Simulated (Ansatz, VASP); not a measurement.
## Two plane-wave programs on Ni

```
Ni
1.0
    -1.26275    1.26275    1.26275
     1.26275   -1.26275    1.26275
     1.26275    1.26275   -1.26275
Ni
1
Direct
  0.00000 0.00000 0.00000
```

Change from the starting cell: volume scaled by 0.76, no spin polarisation, PAW files.

Alike in both runs: task single point; functional LDA; k mesh 17 × 17 × 17; occupations fermi-dirac, width 0.05 eV; no spin polarisation.

|  | VASP | Ansatz |
| --- | --- | --- |
| version | VASP 6.6.1 | Ansatz 0.2.0 |
| potentials or method | VASP PAW LDA potentials, release 64 (Ni) | PAW with Ansatz's default frozen-core files, scalar-relativistic |
| plane-wave cutoff (eV) | 520 | 420 |
| valence electrons in the cell | 10 | 18 |

```tsv
	VASP	Ansatz	Ansatz less VASP
pressure (GPa)	94.3	94.8	+0.46
```

LDA's correlation is that of Perdew and Zunger in VASP and of Perdew and Wang (1992) in Ansatz. Both programs put the cell under a high pressure, so it lies far from rest at this level. VASP's potentials hold 10 valence electrons a cell and Ansatz's 18, so a difference there can come from the potentials and not from the codes.

Noted on VASP's run: the cell as given lies far from equilibrium.
